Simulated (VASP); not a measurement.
A run of VASP 6.6.1 is set up as follows.

INCAR

```
PREC = Accurate
ENCUT = 500
EDIFF = 1E-7
ISMEAR = 0
SIGMA = 0.1
LREAL = False
LASPH = True
NELM = 120
ALGO = Normal
ISIF = 3
LWAVE = False
LCHARG = False
GGA = PE
IBRION = 2
NSW = 100
EDIFFG = -0.01
GGA_COMPAT = False
NELMIN = 4
```

File KPOINTS:

```
Automatic mesh
0
Gamma
  14 14 14
```

Contents of POSCAR:

```
GaB
1.0
    0.0000000000      2.9568568469      2.9568568469
    2.9568568469      0.0000000000      2.9568568469
    2.9568568469      2.9568568469      0.0000000000
Ga B
2 2
Direct
    0.5000000000      0.5000000000      0.5000000000
    0.7500000000      0.7500000000      0.7500000000
    0.0000000000      0.0000000000      0.0000000000
    0.2500000000      0.2500000000      0.2500000000
```

Potentials or basis: VASP PAW PBE potentials, release 64 (Ga_d, B).

The run is started by

```console
$ cat potpaw_PBE.64/Ga_d/POTCAR potpaw_PBE.64/B/POTCAR > POTCAR
$ mpirun -np 1 vasp_std > vasp.out
```

Problem. Predict the space group after relaxing (to 0.05 Å).

Solution. Fd-3m (No. 227).

Problem. Predict the relaxed volume.

Solution. 12.79 Å³/atom.

Problem. What does it give for the relaxed cell?

Solution. a = 4.167 Å, b = 4.167 Å, c = 4.167 Å, α = 60.00°, β = 60.00°, γ = 60.00°.

The path:
```csv
step,energy change (eV),largest force (eV/Å),pressure (GPa),volume (Å³)
1,0.0000,0.0000,-0.88,51.70
2,-0.0015,0.0000,-0.03,51.17
```
